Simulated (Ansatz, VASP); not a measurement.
Two plane-wave programs on Si5Ge

```
Si Ge
1.0
     1.87369   -6.53177    0.00000
     1.87369    6.53177    0.00000
     0.00000    0.00000    3.79972
Si Ge
5 1
Cartesian
  1.8737 2.2710 0.0000
  1.8737 -2.2710 0.0000
  1.8737 0.0000 1.8999
  1.8737 -4.2758 1.8999
  1.8737 4.2758 1.8999
  0.0000 0.0000 0.0000
```

Change from the starting cell: species swapped into the HfPd5 type (Cmmm, No. 65).

Alike in both runs: functional PBE; k mesh 6 × 6 × 4; occupations gaussian, width 0.1 eV; no spin polarisation.

Ansatz relaxed the structure, and its values are those at the end. VASP's run is a single point on that final structure, the one shown.

```csv
,VASP,Ansatz
version,VASP 6.6.1,Ansatz 0.2.0
potentials or method,"VASP PAW PBE potentials, release 64 (Si, Ge_d), cutoff 520 eV","scalar-relativistic, plane waves, PAW"
valence electrons in the cell,34,34
```

```csv
,VASP,Ansatz,Ansatz less VASP
gap on the k mesh at the Fermi level (eV),none,none,-
pressure (GPa),0.1,0.1,+0.02
rms of the force components (eV/Å),0.012,0.014,+0.0019
```

A gap of «none» marks a metal or a gap that the smearing closes. With one functional, cell and mesh, what is left measures potentials, basis and numerics.

The k mesh is coarse, so the values compare programs but aren't converged.
